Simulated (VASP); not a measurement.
Runs of VASP 6.6.1 on HfB2. The structure is that of space group P6/mmm (No. 191), or close to it. The cells are those of the table. 

```csv
task,level,cell,cutoff (eV),gap on the mesh (eV),pressure (GPa)
relaxation of shape and atoms at fixed volume,PBE+D4,"relaxed from a = 3.133, b = 3.133, c = 3.432 Å, angles 90.0, 90.0, 120.0°, 3 atoms",600,none,-0.2
relaxation of shape and atoms at fixed volume,RPBE,"relaxed from a = 3.124, b = 3.124, c = 3.450 Å, angles 90.0, 90.0, 120.0°, 3 atoms",600,none,10.1
relaxation of shape and atoms at fixed volume,BLYP+D3(BJ),"relaxed from a = 3.086, b = 3.086, c = 3.464 Å, angles 90.0, 90.0, 120.0°, 3 atoms",600,none,4.6
single point,BLYP+D3(BJ),"a = 3.086, b = 3.086, c = 3.448 Å, angles 90.0, 90.0, 120.0°, 3 atoms",520,none,5.9
single point,PBE+D4,"a = 3.130, b = 3.130, c = 3.437 Å, angles 90.0, 90.0, 120.0°, 3 atoms",520,none,(a)
single point,RPBE,"a = 3.126, b = 3.126, c = 3.446 Å, angles 90.0, 90.0, 120.0°, 3 atoms",520,none,10.1
single point,BLYP+D3(BJ),"a = 3.067, b = 3.067, c = 3.420 Å, angles 90.0, 90.0, 120.0°, 3 atoms",520,none,11.9
relaxation of shape and atoms at fixed volume,BLYP+D3(BJ),"relaxed from a = 3.143, b = 3.143, c = 3.473 Å, angles 90.0, 90.0, 120.0°, 3 atoms",600,none,-5.6
```

Alike in all rows: potentials or basis VASP PAW PBE potentials, release 64 (Hf_pv, B); no spin polarisation; k mesh 8 × 8 × 8; smearing gaussian 0.05 eV.

Q: Estimate the missing entries.

A: (a) -0.3.

Caveats: spin-orbit coupling is left out, which moves the levels of the heavy elements; pairwise dispersion overbinds metals, which lowers pressure and volume (some runs); the PAW data sets were made with another functional, which shifts forces and pressure a little (some runs); the relaxation stopped at its first step, so nothing moved (some runs).

A k mesh can miss the band edges, and the runs leave out spin-orbit coupling on Hf.

A gap of «none» marks levels without a gap at the run's occupations.
